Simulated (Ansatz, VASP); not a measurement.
# Cd in VASP and in Ansatz

File INCAR:

```
SYSTEM = Cd
PREC = Accurate
ENCUT = 520
EDIFF = 1E-6
ISMEAR = 0
SIGMA = 0.15
LREAL = .FALSE.
LASPH = .TRUE.
NELM = 60
ALGO = Normal
ISIF = 2
LWAVE = .FALSE.
LCHARG = .FALSE.
GGA = PE
NBANDS = 12
```

File KPOINTS:

```
Automatic mesh
0
G
  18 18 18
  0 0 0
```

Contents of POSCAR:

```
Cd
1.0
    0.0000000000      2.0823588702      2.4301128015
    2.0823588702      0.0000000000      2.4301128015
    2.0823588702      2.0823588702      0.0000000000
Cd
1
Direct
    0.0000000000      0.0000000000      0.0000000000
```

Input for Ansatz:

```yaml
crystal:
  lattice:
    - [0.0, 2.0823588702, 2.4301128015]
    - [2.0823588702, 0.0, 2.4301128015]
    - [2.0823588702, 2.0823588702, 0.0]
  atoms:
    - { symbol: Cd, position: [0.0, 0.0, 0.0] }
basis:
  ecutwfc: 420
kpoints:
  mp_grid: { grid: [18, 18, 18] }
hamiltonian:
  xc: pbe
scf:
  occupations: { method: gaussian, width: 0.15 }
output:
  forces: true
  stress: true
  eigenvalues: true
```

Alike in both runs: task single point; functional PBE; k mesh 18 × 18 × 18; occupations gaussian, width 0.15 eV; no spin polarisation.

|  | VASP | Ansatz |
| --- | --- | --- |
| version | VASP 6.6.1 | Ansatz 0.2.0 |
| potentials or method | VASP PAW PBE potentials, release 64 (Cd), cutoff 520 eV | scalar-relativistic, plane waves, PAW |
| valence electrons in the cell | 12 | 20 |

|  | VASP | Ansatz | Ansatz less VASP |
| --- | --- | --- | --- |
| gap on the k mesh at the Fermi level (eV) | none | none | - |
| pressure (GPa) | 5.8 | 5.5 | -0.36 |
| traceless stress, the component that is largest in VASP (GPa) | -4.42 | -4.34 | +0.079 |

A gap of «none» marks a metal or a gap that the smearing closes. VASP's potentials hold 12 valence electrons a cell and Ansatz's 20, so a difference there can come from the potentials and not from the codes.
